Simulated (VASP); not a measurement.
# W in VASP: further runs

The runs below take W through single point, with PBE, r2SCAN, PBEsol.

Program: VASP 6.6.1. These are calculated values, not measurements. Logs are shortened: lines on timing, memory, paths and dates and some standing lists are left out, and cuts for length are marked.

## Step 1: The cell of the first run

Symmetry: Fm-3m, No. 225, cubic system. Conventional cell: a = 4.037 Å, b = 4.037 Å, c = 4.037 Å, α = 90.00°, β = 90.00°, γ = 90.00°. Within 3.8 Å of W (site symmetry m-3m) lie 12 W at 2.85 Å.

## Step 2: Single point, PBE

Contents of INCAR:

```
  PREC = Accurate
  ENCUT = 520
  EDIFF = 1E-6
  ISMEAR = 0
  SIGMA = 0.1
  LREAL = False
  LASPH = True
  NELM = 80
  ALGO = Normal
  ISIF = 2
  LWAVE = False
  LCHARG = True
  GGA = PE
  LELF = True
  LVHAR = True
  NBANDS = 13
```

Contents of KPOINTS:

```
Automatic mesh
0
Gamma
  18 18 18
```

Contents of POSCAR:

```
W
1.0
    0.0000000000      2.0185031153      2.0185031153
    2.0185031153      0.0000000000      2.0185031153
    2.0185031153      2.0185031153      0.0000000000
W
1
Direct
    0.0000000000      0.0000000000      0.0000000000
```

Potentials or basis: VASP PAW PBE potentials, release 64 (W_sv).

Started as:

```console
$ cat potpaw_PBE.64/W_sv/POTCAR > POTCAR
$ mpirun -np 1 vasp_std > vasp.out
```

OUTCAR:

```text
PREC = Accurate
   ENCUT = 520
   EDIFF = 1E-6
   ISMEAR = 0
   LREAL = False
   LASPH = True
   NELM = 80
   ISIF = 2
   GGA = PE

 ion  position               nearest neighbor table
   1  0.000  0.000  0.000-

  LATTYP: Found a face centered cubic cell.
 ALAT       =     4.0370062306

  Lattice vectors:

 A1 = (   0.0000000000,   2.0185031153,   2.0185031153)
 A2 = (   2.0185031153,   0.0000000000,   2.0185031153)
 A3 = (   2.0185031153,   2.0185031153,   0.0000000000)

Analysis of symmetry for initial positions (statically):
=====================================================================
 Subroutine PRICEL returns:
 Original cell was already a primitive cell.

 Routine SETGRP: Setting up the symmetry group for a
 face centered cubic supercell.

 Subroutine GETGRP returns: Found 48 space group operations
[... 9 lines left out ...]

 Routine SETGRP: Setting up the symmetry group for a
 face centered cubic supercell.

 Subroutine GETGRP returns: Found 48 space group operations
 (whereof 48 operations were pure point group operations)
 out of a pool of 48 trial point group operations.

The dynamic configuration has the point symmetry O_h .

 Subroutine INISYM returns: Found 48 space group operations
 (whereof 48 operations are pure point group operations),
 and found     1 'primitive' translations

----------------------------------------------------------------------------------------

                                     Primitive cell

  volume of cell :      16.4482

  direct lattice vectors                    reciprocal lattice vectors
     0.000000000  2.018503115  2.018503115    -0.247708312  0.247708312  0.247708312
     2.018503115  0.000000000  2.018503115     0.247708312 -0.247708312  0.247708312
     2.018503115  2.018503115  0.000000000     0.247708312  0.247708312 -0.247708312

  length of vectors
     2.854594481  2.854594481  2.854594481     0.429043382  0.429043382  0.429043382

  position of ions in fractional coordinates (direct lattice)
     0.000000000  0.000000000  0.000000000

  ion indices of the primitive-cell ions
   primitive index   ion index
                 1           1

----------------------------------------------------------------------------------------

 KPOINTS: Automatic mesh

Automatic generation of k-mesh.
 Grid dimensions read from file:
 generate k-points for:   18   18   18

 Generating k-lattice:

  Cartesian coordinates                     Fractional coordinates (reciprocal lattice)
    -0.013761573  0.013761573  0.013761573     0.055555556  0.000000000  0.000000000
     0.013761573 -0.013761573  0.013761573     0.000000000  0.055555556  0.000000000
     0.013761573  0.013761573 -0.013761573     0.000000000  0.000000000  0.055555556

  Length of vectors
     0.023835743  0.023835743  0.023835743

  Shift w.r.t. Gamma in fractional coordinates (k-lattice)
     0.000000000  0.000000000  0.000000000

 Subroutine IBZKPT returns following result:
 ===========================================

 Found    195 irreducible k-points:

 Following reciprocal coordinates:
            Coordinates               Weight
  0.000000  0.000000  0.000000      1.000000
  0.055556  0.000000  0.000000      8.000000
  0.111111  0.000000  0.000000      8.000000
  0.166667  0.000000  0.000000      8.000000
  0.222222  0.000000  0.000000      8.000000
  0.277778  0.000000  0.000000      8.000000
[... 16 lines left out ...]
 -0.277778  0.055556  0.000000     24.000000
 -0.222222  0.055556  0.000000     24.000000
 [... further k-points ...]
   k-points           NKPTS =    195   k-points in BZ     NKDIM =    195   number of bands    NBANDS=     13
   number of dos      NEDOS =    301   number of ions     NIONS =      1
   total plane-waves  NPLWV =  13824
   dimension x,y,z NGX =    24 NGY =   24 NGZ =   24
   dimension x,y,z NGXF=    48 NGYF=   48 NGZF=   48
   ions per type =               1
   NGX,Y,Z   is equivalent  to a cutoff of  13.98, 13.98, 13.98 a.u.
   NGXF,Y,Z  is equivalent  to a cutoff of  27.95, 27.95, 27.95 a.u.
 SYSTEM =  unknown system
   PREC   = accura    normal or accurate (medium, high low for compatibility)
   ISTART =      0    job   : 0-new  1-cont  2-samecut
   ICHARG =      2    charge: 1-file 2-atom 10-const
   ISPIN  =      1    spin polarized calculation?
   LNONCOLLINEAR =      F non collinear calculations
   LSORBIT =      F    spin-orbit coupling
   LASPH  =      T    aspherical Exc in radial PAW
   ENCUT  =  520.0 eV  38.22 Ry    6.18 a.u.   5.31  5.31  5.31*2*pi/ulx,y,z
   NELM   =     80;   NELMIN=  2; NELMDL= -5     # of ELM steps
   EDIFF  = 0.1E-05   stopping-criterion for ELM
   LREAL  =      F    real-space projection
   EDIFFG = 0.1E-04   stopping-criterion for IOM
   NSW    =      0    number of steps for IOM
   IBRION =     -1    ionic relax: 0-MD 1-quasi-New 2-CG
   NFREE  =      0    steps in history (QN), initial steepest desc. (CG)
   ISIF   =      2    stress and relaxation
   ISYM   =      2    0-nonsym 1-usesym 2-fastsym
   POTIM  = 0.5000    time-step for ionic-motion
   TEBEG  =    0.0;   TEEND  =   0.0 temperature during run
   PSTRESS=    0.0 pullay stress
   NELECT =      14.0000    total number of electrons
   NUPDOWN=      -1.0000    fix difference up-down
   EMIN   =  10.00;   EMAX   =-10.00  energy-range for DOS
   EFERMI =   0.00;   METHOD = LEGACY
   ISMEAR =     0;   SIGMA  =   0.10  broadening in eV -4-tet -1-fermi 0-gaus
   EFERMI_NEDOS =   21; number of points for ismear=-14 and -15
   IALGO  =     38    algorithm
   IMIX   =      4    mixing-type and parameters
     AMIX     =   0.40;   BMIX     =  1.00
     AMIX_MAG =   1.60;   BMIX_MAG =  1.00
  volume/ion in A,a.u.               =      16.45       111.00
  Fermi-wavevector in a.u.,A,eV,Ry     =   1.551475  2.931862 32.750235  2.407074
  Thomas-Fermi vector in A             =   2.655989
   LORBIT       =      0    0 simple, 1 ext, 2 COOP (PROOUT), +10 PAW based schemes
   GGA     = PE    functional components
   LHFCALC =     F    Hartree Fock is set to
   AEXX    =    0.0000 exact exchange contribution
   IVDW    =     0    specifies the selected vdW correction
   LEPSILON=     F    determine dielectric tensor
   LRPA    =     F    only Hartree local field effects (RPA)
 non-spin polarized calculation
 Gauss-broadening in eV      SIGMA  =   0.10
  energy-cutoff  :      520.00
  volume of cell :       16.45
 maximum number of plane-waves:       459
 NGX is ok and might be reduce to    24
   NGX = 11   NGY = 11   NGZ = 11

 number of electron      14.0000002 magnetization

 Free energy of the ion-electron system (eV)
  ---------------------------------------------------
  ext. energy  EPLUGINS =         0.00000000
  ---------------------------------------------------
  free energy    TOTEN  =       -12.47519852 eV

  energy without entropy =      -12.46851866  energy(sigma->0) =      -12.47185859

 E-fermi :  10.4500     XC(G=0): -13.4233

 val. band max:       10.4485806247   @ k =  -0.1667   0.0556   0.0000
 cond. band min:      10.4610735882   @ k =  -0.2222   0.0556   0.0000
 fundamental gap:      0.0124929635
 Fermi energy:        10.4499823668

 k-point     1 :       0.0000    0.0000    0.0000
  band No.  band energies     occupation
      1     -63.2214      2.00000
      2     -26.8548      2.00000
      3     -26.8548      2.00000
      4     -26.8548      2.00000
      5       1.4777      2.00000
      6       9.9028      2.00000
      7       9.9028      2.00000
      8       9.9028      2.00000
      9      13.0181      0.00000
     10      13.0181      0.00000
     11      23.2416      0.00000
     12      28.4498      0.00000
     13      28.4498      0.00000

 k-point     2 :       0.0556    0.0000    0.0000
  band No.  band energies     occupation
      1     -63.2182      2.00000
      2     -26.8915      2.00000
      3     -26.8595      2.00000
      4     -26.8595      2.00000
      5       1.6134      2.00000
      6       9.7965      2.00000
      7       9.9667      2.00000
      8       9.9667      2.00000
      9      12.9589      0.00000
     10      12.9589      0.00000
     11      23.5159      0.00000
     12      27.8318      0.00000
     13      28.7045      0.00000

 k-point     3 :       0.1111    0.0000    0.0000
  band No.  band energies     occupation
      1     -63.2092      2.00000
      2     -26.9963      2.00000
      3     -26.8730      2.00000
      4     -26.8730      2.00000
      5       2.0059      2.00000
      6       9.5219      2.00000
      7      10.1335      1.99999
      8      10.1335      1.99999
      9      12.8252      0.00000
     10      12.8252      0.00000
     11      24.2523      0.00000
     12      26.6721      0.00000
     13      29.4427      0.00000

 k-point     4 :       0.1667    0.0000    0.0000
  band No.  band energies     occupation
      1     -63.1953      2.00000
      2     -27.1541      2.00000
      3     -26.8935      2.00000
      4     -26.8935      2.00000
      5       2.6086      2.00000
      6       9.1897      2.00000
      7      10.3165      1.94090
      8      10.3165      1.94090
      9      12.7475      0.00000
     10      12.7475      0.00000
     11      24.7863      0.00000
     12      26.0401      0.00000
     13      30.5989      0.00000

 k-point     5 :       0.2222    0.0000    0.0000
  band No.  band energies     occupation
      1     -63.1781      2.00000
      2     -27.3436      2.00000
      3     -26.9186      2.00000
      4     -26.9186      2.00000
      5       3.3312      2.00000
      6       8.9426      2.00000
      7      10.3781      1.69051
      8      10.3781      1.69051
      9      12.9059      0.00000
     10      12.9059      0.00000
     11      23.9657      0.00000
     12      26.9031      0.00000
     13      32.0875      0.00000

 k-point     6 :       0.2778    0.0000    0.0000
  band No.  band energies     occupation
      1     -63.1599      2.00000
      2     -27.5406      2.00000
      3     -26.9451      2.00000
      4     -26.9451      2.00000
      5       4.0267      2.00000
      6       8.9426      2.00000
      7      10.2638      1.99155
      8      10.2638      1.99155
      9      13.3725      0.00000
     10      13.3725      0.00000
     11      23.0311      0.00000
     12      27.1783      0.00000
     13      33.1957      0.00000

 k-point     7 :       0.3333    0.0000    0.0000
  band No.  band energies     occupation
      1     -63.1427      2.00000
      2     -27.7215      2.00000
      3     -26.9699      2.00000
      4     -26.9699      2.00000
      5       4.5257      2.00000
      6       9.3230      2.00000
      7      10.0602      2.00000
      8      10.0602      2.00000
      9      14.0388      0.00000
     10      14.0388      0.00000
     11      22.2265      0.00000
     12      25.9961      0.00000
     13      32.3161      0.00000
[... 193 lines left out ...]
 k-point    20 :      -0.4444    0.0556    0.0000
  band No.  band energies     occupation
      1     -63.1163      2.00000
      2     -27.9663      2.00000
      3     -27.0345      2.00000
      4     -27.0077      2.00000
      5       4.9841      2.00000
      6       9.5291      2.00000
      7       9.7949      2.00000
      8      10.7898      0.00000
      9      15.2186      0.00000
     10      15.7797      0.00000
     11      20.7549      0.00000
     12      23.3074      0.00000
     13      28.9894      0.00000

 k-point    21 :      -0.3889    0.0556    0.0000
  band No.  band energies     occupation
      1     -63.1234      2.00000
      2     -27.8943      2.00000
      3     -27.0295      2.00000
      4     -26.9915      2.00000
      5       4.9345      2.00000
      6       9.6514      2.00000
      7       9.8887      2.00000
      8      10.1754      1.99990
      9      14.6113      0.00000
     10      15.4649      0.00000
     11      21.3962      0.00000
     12      24.0780      0.00000
     13      29.5550      0.00000

 k-point    22 :      -0.3333    0.0556    0.0000
  band No.  band energies     occupation
      1     -63.1359      2.00000
      2     -27.7685      2.00000
      3     -27.0152      2.00000
      4     -26.9689      2.00000
      5       4.7563      2.00000
      6       9.3972      2.00000
      7       9.8901      2.00000
      8      10.0649      2.00000
      9      13.8475      0.00000
     10      14.8635      0.00000
     11      22.1618      0.00000
     12      25.4794      0.00000
     13      30.6723      0.00000

 k-point    23 :      -0.2778    0.0556    0.0000
  band No.  band energies     occupation
      1     -63.1520      2.00000
      2     -27.6020      2.00000
      3     -26.9931      2.00000
      4     -26.9424      2.00000
      5       4.3394      2.00000
      6       8.9133      2.00000
      7      10.1176      2.00000
      8      10.2856      1.97989
      9      13.0995      0.00000
     10      14.1692      0.00000
     11      22.9701      0.00000
     12      26.9576      0.00000
     13      31.8089      0.00000

 k-point    24 :      -0.2222    0.0556    0.0000
  band No.  band energies     occupation
      1     -63.1699      2.00000
      2     -27.4132      2.00000
      3     -26.9657      2.00000
      4     -26.9153      2.00000
      5       3.6869      2.00000
      6       8.8085      2.00000
      7      10.3122      1.94867
      8      10.4611      0.87536
      9      12.5359      0.00000
     10      13.5607      0.00000
     11      23.8726      0.00000
     12      27.2535      0.00000
     13      31.4957      0.00000

 [... further k-points ...]
[... 5 lines left out ...]
  --------------------------------------------------------------------------------------
  -------------------------------------------------------------------------------------
  Total        0.0517555      0.0517555      0.0517555      0.0000000      0.0000000      0.0000000
  in kB        5.0413692      5.0413692      5.0413692      0.0000000      0.0000000      0.0000000
  external PRESSURE =       5.0413692 kB  Pullay stress =       0.0000000 kB

 VOLUME and BASIS-vectors are now :
 -----------------------------------------------------------------------------
  energy-cutoff  :      520.00
  volume of cell :       16.45
      direct lattice vectors                 reciprocal lattice vectors
     0.000000000  2.018503115  2.018503115    -0.247708312  0.247708312  0.247708312
     2.018503115  0.000000000  2.018503115     0.247708312 -0.247708312  0.247708312
     2.018503115  2.018503115  0.000000000     0.247708312  0.247708312 -0.247708312

 POSITION                                       TOTAL-FORCE (eV/Angst)
 -----------------------------------------------------------------------------------
      0.00000      0.00000      0.00000        -0.000000     -0.000000     -0.000000
 -----------------------------------------------------------------------------------
    total drift:                               -0.000000      0.000000     -0.000000

  FREE ENERGIE OF THE ION-ELECTRON SYSTEM (eV)
  ---------------------------------------------------
  free  energy   TOTEN  =       -12.4751985172 eV

  energy  without entropy=      -12.4685186561  energy(sigma->0) =      -12.47185859
```

Run time: 13 s. Hardware: 1 thread of Intel Xeon 6975P-C (Granite Rapids), shared host; peak memory 0.16 GiB.

What came out:

* Free energy: -12.4752 eV
* Pressure: 0.5 GPa
* Band gap on the k mesh: zero (band 7 reaches 13.49 eV, above the bottom of band 8 at 9.90 eV)

Levels at points of the mesh, in eV from the Fermi level:
| k point | band 3 | band 4 | band 5 | band 6 | band 7 | band 8 | band 9 | band 10 | band 11 | band 12 |
| --- | --- | --- | --- | --- | --- | --- | --- | --- | --- | --- |
| (0.00, 0.00, 0.00) | -37.30 | -37.30 | -8.97 | -0.55 | -0.55 | -0.55 | 2.57 | 2.57 | 12.79 | 18.00 |
| (0.50, 0.00, 0.00) | -37.46 | -37.46 | -5.58 | -0.77 | -0.77 | 0.63 | 5.03 | 5.03 | 10.26 | 12.42 |
| (0.50, 0.50, 0.00) | -37.72 | -37.72 | -5.46 | -4.50 | 3.04 | 5.00 | 5.76 | 5.76 | 11.73 | 11.73 |

Caveat: spin-orbit coupling is left out, which moves the levels of the heavy elements.

(Continued in part 2 of 2.)
